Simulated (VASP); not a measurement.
# Al (Fm-3m) in VASP: relaxation of cell and atoms with PBE

Aim: the relaxation of cell and atoms of Al with PBE.

All numbers are computed with VASP 6.6.1; they aren't measurements. Logs are shortened: lines on timing, memory, paths and dates and some standing lists are left out, and cuts for length are marked.

**1. The cell of the first run**

Symmetry: Fm-3m, No. 225, cubic system. Conventional cell: a = 4.040 Å, b = 4.040 Å, c = 4.040 Å, α = 90.00°, β = 90.00°, γ = 90.00°. Within 3.8 Å of Al (site symmetry m-3m) lie 12 Al at 2.86 Å.

**2. Relaxation of cell and atoms, PBE**

File INCAR:

```
PREC = Accurate
ENCUT = 500
EDIFF = 1E-7
ISMEAR = 1
SIGMA = 0.1
LREAL = False
LASPH = True
NELM = 120
ALGO = Normal
ISIF = 3
LWAVE = False
LCHARG = False
GGA = PE
IBRION = 2
NSW = 80
EDIFFG = -0.005
GGA_COMPAT = False
NELMIN = 4
```

File KPOINTS:

```
regular mesh
0
Gamma
  24 24 24
```

File POSCAR:

```
Al
1.0
    0.0000000000      2.0200000000      2.0200000000
    2.0200000000      0.0000000000      2.0200000000
    2.0200000000      2.0200000000      0.0000000000
Al
1
Direct
    0.0000000000      0.0000000000      0.0000000000
```

Potentials or basis: VASP PAW PBE potentials, release 64 (Al).

On the command line:

```
cat potpaw_PBE.64/Al/POTCAR > POTCAR
mpirun -np 1 vasp_std > vasp.out
```

OUTCAR:

```text
PREC = Accurate
   ENCUT = 500
   EDIFF = 1E-7
   ISMEAR = 1
   LREAL = False
   LASPH = True
   NELM = 120
   ISIF = 3
   GGA = PE
   IBRION = 2
   NSW = 80
   EDIFFG = -0.005
   NELMIN = 4

 ion  position               nearest neighbor table
   1  0.000  0.000  0.000-

  LATTYP: Found a face centered cubic cell.
 ALAT       =     4.0400000000

  Lattice vectors:

 A1 = (   0.0000000000,   2.0200000000,   2.0200000000)
 A2 = (   2.0200000000,   0.0000000000,   2.0200000000)
 A3 = (   2.0200000000,   2.0200000000,   0.0000000000)

Analysis of symmetry for initial positions (statically):
=====================================================================
 Subroutine PRICEL returns:
 Original cell was already a primitive cell.

 Routine SETGRP: Setting up the symmetry group for a
 face centered cubic supercell.

 Subroutine GETGRP returns: Found 48 space group operations
 (whereof 48 operations were pure point group operations)
 out of a pool of 48 trial point group operations.

The static configuration has the point symmetry O_h .

Analysis of symmetry for dynamics (positions and initial velocities):
=====================================================================
 Subroutine PRICEL returns:
 Original cell was already a primitive cell.

 Routine SETGRP: Setting up the symmetry group for a
 face centered cubic supercell.

 Subroutine GETGRP returns: Found 48 space group operations
 (whereof 48 operations were pure point group operations)
 out of a pool of 48 trial point group operations.

The dynamic configuration has the point symmetry O_h .

 Subroutine INISYM returns: Found 48 space group operations
 (whereof 48 operations are pure point group operations),
 and found     1 'primitive' translations

----------------------------------------------------------------------------------------

                                     Primitive cell

  volume of cell :      16.4848

  direct lattice vectors                    reciprocal lattice vectors
     0.000000000  2.020000000  2.020000000    -0.247524752  0.247524752  0.247524752
     2.020000000  0.000000000  2.020000000     0.247524752 -0.247524752  0.247524752
     2.020000000  2.020000000  0.000000000     0.247524752  0.247524752 -0.247524752

  length of vectors
     2.856711396  2.856711396  2.856711396     0.428725447  0.428725447  0.428725447

  position of ions in fractional coordinates (direct lattice)
     0.000000000  0.000000000  0.000000000

  ion indices of the primitive-cell ions
   primitive index   ion index
                 1           1

----------------------------------------------------------------------------------------

 KPOINTS: regular mesh

Automatic generation of k-mesh.
 Grid dimensions read from file:
 generate k-points for:   24   24   24

 Generating k-lattice:

  Cartesian coordinates                     Fractional coordinates (reciprocal lattice)
    -0.010313531  0.010313531  0.010313531     0.041666667  0.000000000  0.000000000
     0.010313531 -0.010313531  0.010313531     0.000000000  0.041666667  0.000000000
     0.010313531  0.010313531 -0.010313531     0.000000000  0.000000000  0.041666667

  Length of vectors
     0.017863560  0.017863560  0.017863560

  Shift w.r.t. Gamma in fractional coordinates (k-lattice)
     0.000000000  0.000000000  0.000000000

 Subroutine IBZKPT returns following result:
 ===========================================

 Found    413 irreducible k-points:

 Following reciprocal coordinates:
            Coordinates               Weight
  0.000000  0.000000  0.000000      1.000000
  0.041667  0.000000  0.000000      8.000000
  0.083333  0.000000  0.000000      8.000000
  0.125000  0.000000  0.000000      8.000000
  0.166667  0.000000  0.000000      8.000000
  0.208333  0.000000  0.000000      8.000000
[... 16 lines left out ...]
  0.416667  0.041667  0.000000     24.000000
  0.458333  0.041667  0.000000     24.000000
 [... further k-points ...]
   k-points           NKPTS =    413   k-points in BZ     NKDIM =    413   number of bands    NBANDS=      5
   number of dos      NEDOS =    301   number of ions     NIONS =      1
   total plane-waves  NPLWV =  13824
   dimension x,y,z NGX =    24 NGY =   24 NGZ =   24
   dimension x,y,z NGXF=    48 NGYF=   48 NGZF=   48
   ions per type =               1
   NGX,Y,Z   is equivalent  to a cutoff of  13.97, 13.97, 13.97 a.u.
   NGXF,Y,Z  is equivalent  to a cutoff of  27.93, 27.93, 27.93 a.u.
 SYSTEM =  unknown system
   PREC   = accura    normal or accurate (medium, high low for compatibility)
   ISTART =      0    job   : 0-new  1-cont  2-samecut
   ICHARG =      2    charge: 1-file 2-atom 10-const
   ISPIN  =      1    spin polarized calculation?
   LNONCOLLINEAR =      F non collinear calculations
   LSORBIT =      F    spin-orbit coupling
   LASPH  =      T    aspherical Exc in radial PAW
   ENCUT  =  500.0 eV  36.75 Ry    6.06 a.u.   5.21  5.21  5.21*2*pi/ulx,y,z
   NELM   =    120;   NELMIN=  4; NELMDL= -5     # of ELM steps
   EDIFF  = 0.1E-06   stopping-criterion for ELM
   LREAL  =      F    real-space projection
   EDIFFG = -.5E-02   stopping-criterion for IOM
   NSW    =     80    number of steps for IOM
   IBRION =      2    ionic relax: 0-MD 1-quasi-New 2-CG
   NFREE  =      1    steps in history (QN), initial steepest desc. (CG)
   ISIF   =      3    stress and relaxation
   ISYM   =      2    0-nonsym 1-usesym 2-fastsym
   POTIM  = 0.5000    time-step for ionic-motion
   TEBEG  =    0.0;   TEEND  =   0.0 temperature during run
   PSTRESS=    0.0 pullay stress
   NELECT =       3.0000    total number of electrons
   NUPDOWN=      -1.0000    fix difference up-down
   EMIN   =  10.00;   EMAX   =-10.00  energy-range for DOS
   EFERMI =   0.00;   METHOD = LEGACY
   ISMEAR =     1;   SIGMA  =   0.10  broadening in eV -4-tet -1-fermi 0-gaus
   EFERMI_NEDOS =   21; number of points for ismear=-14 and -15
   IALGO  =     38    algorithm
   IMIX   =      4    mixing-type and parameters
     AMIX     =   0.40;   BMIX     =  1.00
     AMIX_MAG =   1.60;   BMIX_MAG =  1.00
  volume/ion in A,a.u.               =      16.48       111.25
  Fermi-wavevector in a.u.,A,eV,Ry     =   0.927728  1.753151 11.710246  0.860679
  Thomas-Fermi vector in A             =   2.053828
   LORBIT       =      0    0 simple, 1 ext, 2 COOP (PROOUT), +10 PAW based schemes
   GGA     = PE    functional components
   LHFCALC =     F    Hartree Fock is set to
   AEXX    =    0.0000 exact exchange contribution
   IVDW    =     0    specifies the selected vdW correction
   LEPSILON=     F    determine dielectric tensor
   LRPA    =     F    only Hartree local field effects (RPA)
 conjugate gradient relaxation of ions
 non-spin polarized calculation
 Methfessel and Paxton  Order N= 1 SIGMA  =   0.10
  energy-cutoff  :      500.00
  volume of cell :       16.48
 maximum number of plane-waves:       444
 NGX is ok and might be reduce to    24
   NGX = 11   NGY = 11   NGZ = 11

--------------------------------------- Ionic step        1  -------------------------------------------

 number of electron       3.0000000 magnetization

 Free energy of the ion-electron system (eV)
  ---------------------------------------------------
  ext. energy  EPLUGINS =         0.00000000
  ---------------------------------------------------
  free energy    TOTEN  =        -3.74415899 eV

  energy without entropy =       -3.74405679  energy(sigma->0) =       -3.74412493

------------------------ aborting loop because EDIFF is reached ----------------------------------------

  FORCE on cell =-STRESS in cart. coord.  units (eV):
  Direction    XX          YY          ZZ          XY          YZ          ZX
  --------------------------------------------------------------------------------------
  -------------------------------------------------------------------------------------
  Total       -0.0070066     -0.0070066     -0.0070066     -0.0000000      0.0000000     -0.0000000
  in kB       -0.6809801     -0.6809801     -0.6809801     -0.0000000      0.0000000     -0.0000000
  external PRESSURE =      -0.6809801 kB  Pullay stress =       0.0000000 kB

 VOLUME and BASIS-vectors are now :
 -----------------------------------------------------------------------------
  energy-cutoff  :      500.00
  volume of cell :       16.48
      direct lattice vectors                 reciprocal lattice vectors
     0.000000000  2.020000000  2.020000000    -0.247524752  0.247524752  0.247524752
     2.020000000  0.000000000  2.020000000     0.247524752 -0.247524752  0.247524752
     2.020000000  2.020000000  0.000000000     0.247524752  0.247524752 -0.247524752

 POSITION                                       TOTAL-FORCE (eV/Angst)
 -----------------------------------------------------------------------------------
      0.00000      0.00000      0.00000        -0.000000     -0.000000     -0.000000
 -----------------------------------------------------------------------------------
    total drift:                               -0.000000     -0.000000      0.000000

  FREE ENERGIE OF THE ION-ELECTRON SYSTEM (eV)
  ---------------------------------------------------
  free  energy   TOTEN  =        -3.7441589913 eV

  energy  without entropy=       -3.7440567945  energy(sigma->0) =       -3.74412493

--------------------------------------- Ionic step        2  -------------------------------------------

 number of electron       3.0000000 magnetization

 Free energy of the ion-electron system (eV)
  ---------------------------------------------------
  ext. energy  EPLUGINS =         0.00000000
  ---------------------------------------------------
  free energy    TOTEN  =        -3.74416234 eV

  energy without entropy =       -3.74406261  energy(sigma->0) =       -3.74412910

 E-fermi :   8.0252     XC(G=0): -10.2038

 val. band max:        8.0030747613   @ k =  -0.3333   0.3750   0.0417
 cond. band min:       8.0424477783   @ k =  -0.2917   0.4583   0.1667
 fundamental gap:      0.0393730170
 Fermi energy:         8.0251685499

 k-point     1 :       0.0000    0.0000    0.0000
  band No.  band energies     occupation
      1      -3.1277      2.00000
      2      20.6500      0.00000
      3      20.6500      0.00000
      4      20.6500      0.00000
      5      22.1563      0.00000

 k-point     2 :       0.0417    0.0000    0.0000
  band No.  band energies     occupation
      1      -3.0805      2.00000
      2      19.6524      0.00000
      3      20.4573      0.00000
      4      20.4573      0.00000
      5      22.4231      0.00000

 k-point     3 :       0.0833    0.0000    0.0000
  band No.  band energies     occupation
      1      -2.9387      2.00000
      2      18.0346      0.00000
      3      20.0835      0.00000
      4      20.0835      0.00000
      5      22.8140      0.00000

 k-point     4 :       0.1250    0.0000    0.0000
  band No.  band energies     occupation
      1      -2.7029      2.00000
      2      16.3447      0.00000
      3      19.7083      0.00000
      4      19.7083      0.00000
      5      22.7569      0.00000

 k-point     5 :       0.1667    0.0000    0.0000
  band No.  band energies     occupation
      1      -2.3733      2.00000
      2      14.6693      0.00000
      3      19.3838      0.00000
      4      19.3838      0.00000
      5      22.6264      0.00000

 k-point     6 :       0.2083    0.0000    0.0000
  band No.  band energies     occupation
      1      -1.9508      2.00000
      2      13.0375      0.00000
      3      19.1263      0.00000
      4      19.1263      0.00000
      5      22.4934      0.00000
[... 113 lines left out ...]
 k-point    21 :       0.3333    0.0417    0.0000
  band No.  band energies     occupation
      1      -0.3347      2.00000
      2       9.0247     -0.00000
      3      17.9755      0.00000
      4      19.1694      0.00000
      5      20.4585      0.00000

 k-point    22 :       0.3750    0.0417    0.0000
  band No.  band energies     occupation
      1       0.4205      2.00000
      2       7.6368      2.00000
      3      17.9952      0.00000
      4      19.1964      0.00000
      5      19.8265      0.00000

 k-point    23 :       0.4167    0.0417    0.0000
  band No.  band energies     occupation
      1       1.2634      2.00000
      2       6.3250      2.00000
      3      18.0945      0.00000
      4      19.2597      0.00000
      5      19.3138      0.00000

 k-point    24 :       0.4583    0.0417    0.0000
  band No.  band energies     occupation
      1       2.1919      2.00000
      2       5.0927      2.00000
      3      18.2736      0.00000
      4      18.7923      0.00000
      5      19.4905      0.00000

 [... further k-points ...]

------------------------ aborting loop because EDIFF is reached ----------------------------------------

  FORCE on cell =-STRESS in cart. coord.  units (eV):
  Direction    XX          YY          ZZ          XY          YZ          ZX
  --------------------------------------------------------------------------------------
  -------------------------------------------------------------------------------------
  Total        0.0009320      0.0009320      0.0009320     -0.0000000      0.0000000     -0.0000000
  in kB        0.0906733      0.0906733      0.0906733     -0.0000000      0.0000000     -0.0000000
  external PRESSURE =       0.0906733 kB  Pullay stress =       0.0000000 kB

 VOLUME and BASIS-vectors are now :
 -----------------------------------------------------------------------------
  energy-cutoff  :      500.00
  volume of cell :       16.47
      direct lattice vectors                 reciprocal lattice vectors
    -0.000000000  2.019317205  2.019317205    -0.247608448  0.247608448  0.247608448
     2.019317205 -0.000000000  2.019317205     0.247608448 -0.247608448  0.247608448
     2.019317205  2.019317205 -0.000000000     0.247608448  0.247608448 -0.247608448

 POSITION                                       TOTAL-FORCE (eV/Angst)
 -----------------------------------------------------------------------------------
      4.03863      4.03863      4.03863         0.000000      0.000000      0.000000
 -----------------------------------------------------------------------------------
    total drift:                               -0.000000      0.000000      0.000000

  FREE ENERGIE OF THE ION-ELECTRON SYSTEM (eV)
  ---------------------------------------------------
  free  energy   TOTEN  =        -3.7441623378 eV

  energy  without entropy=       -3.7440626105  energy(sigma->0) =       -3.74412910

 reached required accuracy - stopping structural energy minimisation
```

Wall time 14 s (1 thread of Intel Xeon Platinum 8488C (Sapphire Rapids), shared host); peak memory 0.15 GiB.

What came out:

```yaml
Free_energy: -3.7442 eV
Relaxed_volume: 16.47 Å³/atom
Relaxed_cell: a = 2.856 Å, b = 2.856 Å, c = 2.856 Å, α = 60.00°, β = 60.00°, γ = 60.00°
Space_group_after_relaxing_to_0.05_Å: Fm-3m (No. 225)
Energy_gained_by_relaxing: 0.0 meV/atom
Ionic_steps: 2
Pressure_after_relaxing: 0.0 GPa
```

Final structure:
```
CELL_PARAMETERS angstrom
0.00000 2.01932 2.01932
2.01932 0.00000 2.01932
2.01932 2.01932 0.00000
ATOMIC_POSITIONS crystal
Al 0.00000 0.00000 0.00000
```

Levels at points of the mesh, in eV from the Fermi level:
| k point | band 1 | band 2 | band 3 | band 4 |
| --- | --- | --- | --- | --- |
| (0.00, 0.00, 0.00) | -11.15 | 12.62 | 12.62 | 12.62 |
| (0.50, 0.00, 0.00) | -4.61 | -4.39 | 11.42 | 11.42 |
| (0.50, 0.50, 0.00) | -2.93 | -1.61 | 5.25 | 5.60 |
